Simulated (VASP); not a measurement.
# N: single point with LDA

The system is N.

```
N
1.0
     2.48542    0.00000    0.00000
    -1.24271    2.15244    0.00000
     0.00000    0.00000    2.41294
N
2
Direct
  0.66667 0.33333 0.25000
  0.33333 0.66667 0.75000
```

```
Program             : VASP 6.6.1
Task                : single point
Functional          : LDA
Potentials or basis : VASP PAW LDA potentials, release 64 (N)
Cutoff              : 520 eV
k mesh              : 12 × 12 × 8
Occupations         : fermi-dirac, width 0.1 eV
Spin                : no spin polarisation
```

```yaml
Pressure: 1.9 GPa
Band_gap_on_the_k_mesh: zero (band 5 reaches 8.63 eV, above the bottom of band 6 at 3.29 eV)
```

Stress tensor (GPa, compression positive):
```
 4.29  0.00  0.00
 0.00  4.29  0.00
 0.00  0.00 -3.01
```

Levels at points of the mesh, in eV from the Fermi level:
```tsv
k point	band 2	band 3	band 4	band 5	band 6	band 7	band 8	band 9
(0.00, 0.00, 0.00)	-5.06	-4.97	-2.48	-2.48	2.88	2.88	6.37	14.36
(0.50, 0.00, 0.00)	-14.73	-5.26	-1.99	-1.63	1.72	2.92	5.29	13.43
(0.00, 0.00, 0.50)	-17.41	0.58	0.58	0.58	0.58	2.42	2.42	21.89
(0.50, 0.00, 0.50)	-13.23	-9.03	-9.03	-0.87	-0.87	4.12	4.12	19.41
```

Wall time 3.9 s on 1 thread of Intel(R) Xeon(R) 6975P-C (Granite Rapids), with other jobs on the host, peak memory 0.11 GiB.
